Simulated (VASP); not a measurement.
# Ta (P6_3/mmc) in VASP: notebook

Runs on Ta. Level: r2SCAN. Tasks: single point.

Program: VASP 6.6.1. These are calculated values, not measurements. Logs are shortened: lines on timing, memory, paths and dates and some standing lists are left out, and cuts for length are marked.

## 1. The cell of the first run

Symmetry: P6_3/mmc, No. 194, hexagonal system. The conventional cell has a = 2.867 Å, b = 2.867 Å, c = 5.125 Å, α = 90.00°, β = 90.00°, γ = 120.00°. Ta (site symmetry -6m2) has 12 Ta at 2.87 to 3.05 Å within 3.8 Å.

## 2. Single point, r2SCAN

POSCAR

```
Ta
1.0
    2.8669122302      0.0000000000      0.0000000000
   -1.4334561151      2.4828188218      0.0000000000
    0.0000000000      0.0000000000      5.1252260323
Ta
2
Direct
    0.3333333333      0.6666666667      0.2500000000
    0.6666666667      0.3333333333      0.7500000000
```

INCAR.step1

```
SYSTEM = Ta
PREC = Accurate ; ENCUT = 520
ISMEAR = -1 ; SIGMA = 0.1
LREAL = .FALSE. ; LASPH = .TRUE.
NELM = 100 ; NBANDS = 18
GGA = PE ; ALGO = Normal
EDIFF = 1E-4 ; LWAVE = .TRUE.
LCHARG = .FALSE.
```

INCAR.step2

```
SYSTEM = Ta
PREC = Accurate ; ENCUT = 520
EDIFF = 1E-7 ; ISMEAR = -1
SIGMA = 0.1 ; LREAL = .FALSE.
LASPH = .TRUE. ; NELM = 100
ALGO = Normal ; ISIF = 2
LWAVE = .FALSE. ; LCHARG = .TRUE.
METAGGA = R2SCAN ; LMIXTAU = .TRUE.
LELF = .TRUE. ; LVHAR = .TRUE.
NBANDS = 18 ; ISTART = 1
```

KPOINTS

```
regular mesh
0
G
  9 9 5
  0 0 0
```

Potentials or basis: VASP PAW PBE potentials, release 64 (Ta_pv).

The run is started by

```
$ cat potpaw_PBE.64/Ta_pv/POTCAR > POTCAR
$ cp INCAR.step1 INCAR
$ mpirun -np 1 vasp_std > vasp.out
$ cp INCAR.step2 INCAR
$ mpirun -np 1 vasp_std > vasp.out
```

OUTCAR:

```text
SYSTEM = Ta
   PREC = Accurate
   ENCUT = 520
   EDIFF = 1E-7
   ISMEAR = -1
   LREAL = .FALSE.
   LASPH = .TRUE.
   NELM = 100
   ISIF = 2
   METAGGA = R2SCAN
   ISTART = 1

 ion  position               nearest neighbor table
   1  0.333  0.667  0.250-   2 3.05   2 3.05   2 3.05   2 3.05   2 3.05   2 3.05
   2  0.667  0.333  0.750-   1 3.05   1 3.05   1 3.05   1 3.05   1 3.05   1 3.05

  LATTYP: Found a hexagonal cell.
 ALAT       =     2.8669122302
 C/A-ratio  =     1.7877164073

  Lattice vectors:

 A1 = (   2.8669122302,   0.0000000000,   0.0000000000)
 A2 = (  -1.4334561151,   2.4828188218,   0.0000000000)
 A3 = (   0.0000000000,   0.0000000000,   5.1252260323)

Analysis of symmetry for initial positions (statically):
=====================================================================
 Subroutine PRICEL returns:
 Original cell was already a primitive cell.

 Routine SETGRP: Setting up the symmetry group for a
 hexagonal supercell.

 Subroutine GETGRP returns: Found 24 space group operations
 (whereof 12 operations were pure point group operations)
 out of a pool of 24 trial point group operations.

The static configuration has the point symmetry D_3d.
 The point group associated with its full space group is D_6h.

Analysis of symmetry for dynamics (positions and initial velocities):
=====================================================================
 Subroutine PRICEL returns:
 Original cell was already a primitive cell.

 Routine SETGRP: Setting up the symmetry group for a
 hexagonal supercell.

 Subroutine GETGRP returns: Found 24 space group operations
 (whereof 12 operations were pure point group operations)
 out of a pool of 24 trial point group operations.

The dynamic configuration has the point symmetry D_3d.
 The point group associated with its full space group is D_6h.

 Subroutine INISYM returns: Found 24 space group operations
 (whereof 12 operations are pure point group operations),
 and found     1 'primitive' translations

----------------------------------------------------------------------------------------

                                     Primitive cell

  volume of cell :      36.4815

  direct lattice vectors                    reciprocal lattice vectors
     2.866912230  0.000000000  0.000000000     0.348807330  0.201384006  0.000000000
    -1.433456115  2.482818822  0.000000000     0.000000000  0.402768012  0.000000000
     0.000000000  0.000000000  5.125226032     0.000000000  0.000000000  0.195113346

  length of vectors
     2.866912230  2.866912230  5.125226032     0.402768012  0.402768012  0.195113346

  position of ions in fractional coordinates (direct lattice)
     0.333333333  0.666666667  0.250000000
     0.666666667  0.333333333  0.750000000

  ion indices of the primitive-cell ions
   primitive index   ion index
                 1           1
                 2           2

----------------------------------------------------------------------------------------

 KPOINTS: regular mesh

Automatic generation of k-mesh.
 Grid dimensions read from file:
 generate k-points for:    9    9    5

 Generating k-lattice:

  Cartesian coordinates                     Fractional coordinates (reciprocal lattice)
     0.038756370  0.022376001  0.000000000     0.111111111  0.000000000  0.000000000
     0.000000000  0.044752001  0.000000000     0.000000000  0.111111111  0.000000000
     0.000000000  0.000000000  0.039022669     0.000000000  0.000000000  0.200000000

  Length of vectors
     0.044752001  0.044752001  0.039022669

  Shift w.r.t. Gamma in fractional coordinates (k-lattice)
     0.000000000  0.000000000  0.000000000

 Subroutine IBZKPT returns following result:
 ===========================================

 Found     36 irreducible k-points:

 Following reciprocal coordinates:
            Coordinates               Weight
  0.000000  0.000000  0.000000      1.000000
  0.111111  0.000000  0.000000      6.000000
  0.222222  0.000000  0.000000      6.000000
  0.333333  0.000000  0.000000      6.000000
  0.444444  0.000000  0.000000      6.000000
  0.111111  0.111111  0.000000      6.000000
[... 16 lines left out ...]
  0.333333  0.222222  0.200000     24.000000
  0.333333  0.333333  0.200000      4.000000
 [... further k-points ...]
   k-points           NKPTS =     36   k-points in BZ     NKDIM =     36   number of bands    NBANDS=     18
   number of dos      NEDOS =    301   number of ions     NIONS =      2
   total plane-waves  NPLWV =  23040
   dimension x,y,z NGX =    24 NGY =   24 NGZ =   40
   dimension x,y,z NGXF=    48 NGYF=   48 NGZF=   80
   ions per type =               2
   NGX,Y,Z   is equivalent  to a cutoff of  13.92, 13.92, 12.97 a.u.
   NGXF,Y,Z  is equivalent  to a cutoff of  27.83, 27.83, 25.95 a.u.
 SYSTEM =  Ta
   PREC   = accura    normal or accurate (medium, high low for compatibility)
   ISTART =      1    job   : 0-new  1-cont  2-samecut
   ICHARG =      0    charge: 1-file 2-atom 10-const
   ISPIN  =      1    spin polarized calculation?
   LNONCOLLINEAR =      F non collinear calculations
   LSORBIT =      F    spin-orbit coupling
   LASPH  =      T    aspherical Exc in radial PAW
   ENCUT  =  520.0 eV  38.22 Ry    6.18 a.u.   5.33  5.33  9.53*2*pi/ulx,y,z
   NELM   =    100;   NELMIN=  2; NELMDL=  0     # of ELM steps
   EDIFF  = 0.1E-06   stopping-criterion for ELM
   LREAL  =      F    real-space projection
   EDIFFG = 0.1E-05   stopping-criterion for IOM
   NSW    =      0    number of steps for IOM
   IBRION =     -1    ionic relax: 0-MD 1-quasi-New 2-CG
   NFREE  =      0    steps in history (QN), initial steepest desc. (CG)
   ISIF   =      2    stress and relaxation
   ISYM   =      2    0-nonsym 1-usesym 2-fastsym
   POTIM  = 0.5000    time-step for ionic-motion
   TEBEG  =    0.0;   TEEND  =   0.0 temperature during run
   PSTRESS=    0.0 pullay stress
   NELECT =      22.0000    total number of electrons
   NUPDOWN=      -1.0000    fix difference up-down
   EMIN   =  10.00;   EMAX   =-10.00  energy-range for DOS
   EFERMI =   0.00;   METHOD = LEGACY
   ISMEAR =    -1;   SIGMA  =   0.10  broadening in eV -4-tet -1-fermi 0-gaus
   EFERMI_NEDOS =   21; number of points for ismear=-14 and -15
   IALGO  =     38    algorithm
   IMIX   =      4    mixing-type and parameters
     AMIX     =   0.40;   BMIX     =  1.00
     AMIX_MAG =   1.60;   BMIX_MAG =  1.00
  volume/ion in A,a.u.               =      18.24       123.09
  Fermi-wavevector in a.u.,A,eV,Ry     =   1.383115  2.613708 26.028036  1.913007
  Thomas-Fermi vector in A             =   2.507743
   LORBIT       =      0    0 simple, 1 ext, 2 COOP (PROOUT), +10 PAW based schemes
   METAGGA = R2SCAN    functional components
   LHFCALC =     F    Hartree Fock is set to
   AEXX    =    0.0000 exact exchange contribution
   IVDW    =     0    specifies the selected vdW correction
   LEPSILON=     F    determine dielectric tensor
   LRPA    =     F    only Hartree local field effects (RPA)
 non-spin polarized calculation
  energy-cutoff  :      520.00
  volume of cell :       36.48
 maximum number of plane-waves:       997
 NGX is ok and might be reduce to    24
   NGX = 11   NGY = 11   NGZ = 19

 number of electron      22.0000002 magnetization

 Free energy of the ion-electron system (eV)
  ---------------------------------------------------
  ext. energy  EPLUGINS =         0.00000000
  ---------------------------------------------------
  free energy    TOTEN  =       -96.58226804 eV

  energy without entropy =      -96.49559462  energy(sigma->0) =      -96.53893133

 E-fermi :   5.6997     XC(G=0): -13.6770

 val. band max:        5.6966152869   @ k =   0.3333   0.2222   0.0000
 cond. band min:       5.7031987133   @ k =   0.2222   0.0000   0.4000
 fundamental gap:      0.0065834265
 Fermi energy:         5.6996977970

 k-point     1 :       0.0000    0.0000    0.0000
  band No.  band energies     occupation
      1     -30.0744      2.00000
      2     -29.1315      2.00000
      3     -29.0037      2.00000
      4     -29.0037      2.00000
      5     -28.9124      2.00000
      6     -28.9124      2.00000
[... 10 lines left out ...]
     17      11.3657      0.00000
     18      11.3657      0.00000

 k-point     2 :       0.1111    0.0000    0.0000
  band No.  band energies     occupation
      1     -30.0288      2.00000
      2     -29.1509      2.00000
      3     -29.1363      2.00000
      4     -29.0623      2.00000
      5     -29.0429      2.00000
      6     -28.9391      2.00000
[... 10 lines left out ...]
     17      11.5466      0.00000
     18      12.2893      0.00000

 k-point     3 :       0.2222    0.0000    0.0000
  band No.  band energies     occupation
      1     -29.9052      2.00000
      2     -29.5167      2.00000
      3     -29.4230      2.00000
      4     -29.1559      2.00000
      5     -29.1382      2.00000
      6     -29.0089      2.00000
[... 10 lines left out ...]
     17      11.7558      0.00000
     18      14.0218      0.00000

 k-point     4 :       0.3333    0.0000    0.0000
  band No.  band energies     occupation
      1     -29.9192      2.00000
      2     -29.8063      2.00000
      3     -29.7407      2.00000
      4     -29.2421      2.00000
      5     -29.2009      2.00000
      6     -29.0895      2.00000
[... 10 lines left out ...]
     17      11.8024      0.00000
     18      14.2434      0.00000

 k-point     5 :       0.4444    0.0000    0.0000
  band No.  band energies     occupation
      1     -30.1732      2.00000
      2     -30.0446      2.00000
      3     -29.5999      2.00000
      4     -29.3079      2.00000
      5     -29.2629      2.00000
      6     -29.1424      2.00000
[... 10 lines left out ...]
     17      12.5881      0.00000
     18      14.1778      0.00000

 k-point     6 :       0.1111    0.1111    0.0000
  band No.  band energies     occupation
      1     -29.9442      2.00000
      2     -29.3758      2.00000
      3     -29.3326      2.00000
      4     -29.1486      2.00000
      5     -29.1026      2.00000
      6     -29.0112      2.00000
[... 10 lines left out ...]
     17      11.4950      0.00000
     18      13.7028      0.00000

 k-point     7 :       0.2222    0.1111    0.0000
  band No.  band energies     occupation
      1     -29.7989      2.00000
      2     -29.7314      2.00000
      3     -29.6659      2.00000
      4     -29.2365      2.00000
      5     -29.1819      2.00000
      6     -29.1188      2.00000
[... 10 lines left out ...]
     17      11.3918      0.00000
     18      14.5078      0.00000

 k-point     8 :       0.3333    0.1111    0.0000
  band No.  band energies     occupation
      1     -30.0436      2.00000
      2     -29.9318      2.00000
      3     -29.6392      2.00000
      4     -29.3585      2.00000
      5     -29.2421      2.00000
      6     -29.2090      2.00000
[... 10 lines left out ...]
     17      12.6942      0.00000
     18      15.0207      0.00000
[... 229 lines left out ...]
     17      11.2834      0.00000
     18      13.3790      0.00000

 k-point    20 :       0.3333    0.1111    0.2000
  band No.  band energies     occupation
      1     -30.0620      2.00000
      2     -29.9686      2.00000
      3     -29.5707      2.00000
      4     -29.3484      2.00000
      5     -29.2656      2.00000
      6     -29.2064      2.00000
[... 10 lines left out ...]
     17      12.8379      0.00000
     18      13.9799      0.00000

 k-point    21 :       0.4444    0.1111    0.2000
  band No.  band energies     occupation
      1     -30.1753      2.00000
      2     -30.0691      2.00000
      3     -29.5150      2.00000
      4     -29.3768      2.00000
      5     -29.3135      2.00000
      6     -29.2363      2.00000
[... 10 lines left out ...]
     17      13.5729      0.00000
     18      14.7561      0.00000

 k-point    22 :       0.2222    0.2222    0.2000
  band No.  band energies     occupation
      1     -29.9208      2.00000
      2     -29.9161      2.00000
      3     -29.5711      2.00000
      4     -29.4322      2.00000
      5     -29.3185      2.00000
      6     -29.2298      2.00000
[... 10 lines left out ...]
     17      12.9963      0.00000
     18      14.4222      0.00000

 k-point    23 :       0.3333    0.2222    0.2000
  band No.  band energies     occupation
      1     -30.0346      2.00000
      2     -29.9532      2.00000
      3     -29.6130      2.00000
      4     -29.5024      2.00000
      5     -29.4239      2.00000
      6     -29.2833      2.00000
[... 10 lines left out ...]
     17      14.3406      0.00000
     18      14.7689      0.00000

 k-point    24 :       0.3333    0.3333    0.2000
  band No.  band energies     occupation
      1     -29.8835      2.00000
      2     -29.8396      2.00000
      3     -29.8396      2.00000
      4     -29.6932      2.00000
      5     -29.3558      2.00000
      6     -29.3558      2.00000
[... 10 lines left out ...]
     17      13.9448      0.00000
     18      13.9448      0.00000

 [... further k-points ...]
[... 5 lines left out ...]
  --------------------------------------------------------------------------------------
  -------------------------------------------------------------------------------------
  Total        0.8266258      0.8266258      0.8230484     -0.0000000      0.0000000      0.0000000
  in kB       36.3033843     36.3033843     36.1462733     -0.0000000      0.0000000      0.0000000
  external PRESSURE =      36.2510140 kB  Pullay stress =       0.0000000 kB

 VOLUME and BASIS-vectors are now :
 -----------------------------------------------------------------------------
  energy-cutoff  :      520.00
  volume of cell :       36.48
      direct lattice vectors                 reciprocal lattice vectors
     2.866912230  0.000000000  0.000000000     0.348807330  0.201384006  0.000000000
    -1.433456115  2.482818822  0.000000000     0.000000000  0.402768012  0.000000000
     0.000000000  0.000000000  5.125226032     0.000000000  0.000000000  0.195113346

 POSITION                                       TOTAL-FORCE (eV/Angst)
 -----------------------------------------------------------------------------------
     -0.00000      1.65521      1.28131         0.000000     -0.000000      0.000000
      1.43346      0.82761      3.84392        -0.000000      0.000000      0.000000
 -----------------------------------------------------------------------------------
    total drift:                                0.000000     -0.000000      0.000000

  FREE ENERGIE OF THE ION-ELECTRON SYSTEM (eV)
  ---------------------------------------------------
  free  energy   TOTEN  =       -96.5822680361 eV

  energy  without entropy=      -96.4955946234  energy(sigma->0) =      -96.53893133
```

It took 66 s on 1 thread of Intel Xeon Platinum 8559C (Emerald Rapids), shared host; peak memory 0.17 GiB.

Results:

```yaml
Free_energy: -96.5823 eV
Pressure: 3.6 GPa
Band_gap_on_the_k_mesh: zero (band 11 reaches 6.62 eV, above the bottom of band 12 at 4.99 eV)
```

Caveat: the PAW data sets were made with another functional, which shifts forces and pressure a little; spin-orbit coupling is left out, which moves the levels of the heavy elements.

[end of part 1 of 2]
